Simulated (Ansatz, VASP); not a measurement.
**KF: VASP beside Ansatz**

File INCAR:

```
PREC = Accurate
ENCUT = 520
EDIFF = 1E-6
ISMEAR = 0
SIGMA = 0.05
LREAL = F
LASPH = T
NELM = 100
ALGO = Normal
ISIF = 2
LWAVE = F
LCHARG = F
GGA = PE
NBANDS = 15
```

The input KPOINTS:

```
regular mesh
0
Gamma
  8 8 8
```

POSCAR

```
KF
1.0
   -0.0290388590      2.7104761442      2.7104761442
    2.7104761442     -0.0290388590      2.7104761442
    2.7104761442      2.7104761442     -0.0290388590
K F
1 1
Direct
    0.0000000000      0.0000000000      0.0000000000
    0.5000000000      0.5000000000      0.5000000000
```

Input for Ansatz:

```yaml
crystal:
  lattice:
    - [-0.029038859, 2.7104761442, 2.7104761442]
    - [2.7104761442, -0.029038859, 2.7104761442]
    - [2.7104761442, 2.7104761442, -0.029038859]
  atoms:
    - { symbol: K, position: [0.0, 0.0, 0.0] }
    - { symbol: F, position: [0.5, 0.5, 0.5] }
basis:
  ecutwfc: 520.0
kpoints:
  mp_grid: { grid: [8, 8, 8] }
hamiltonian:
  xc: pbe
scf:
  occupations: { method: gaussian, width: 0.05 }
output:
  forces: true
  stress: true
  eigenvalues: true
```

Alike in both runs: task single point; functional PBE; k mesh 8 × 8 × 8; occupations gaussian, width 0.05 eV; no spin polarisation.

```csv
,VASP,Ansatz
version,VASP 6.6.1,Ansatz 0.2.0
potentials or method,"VASP PAW PBE potentials, release 64 (K_sv, F), cutoff 520 eV","scalar-relativistic, plane waves, PAW"
valence electrons in the cell,16,16
```

VASP gave:

| Item | Value |
| --- | --- |
| gap on the k mesh at the Fermi level (eV) | 5.86 |
| least direct gap on the mesh (eV) | 5.86 |
| pressure (GPa) | -0.4 |
| traceless stress, the component that is largest in VASP (GPa) | 0.14 |

Problem. What did Ansatz give for the same quantities?

Solution. gap on the k mesh at the Fermi level (eV): 5.87; least direct gap on the mesh (eV): 5.87; pressure (GPa): -0.4; traceless stress, the component that is largest in VASP (GPa): 0.14.

The functional is the same, so the differences come from potentials, cutoffs and numerics.
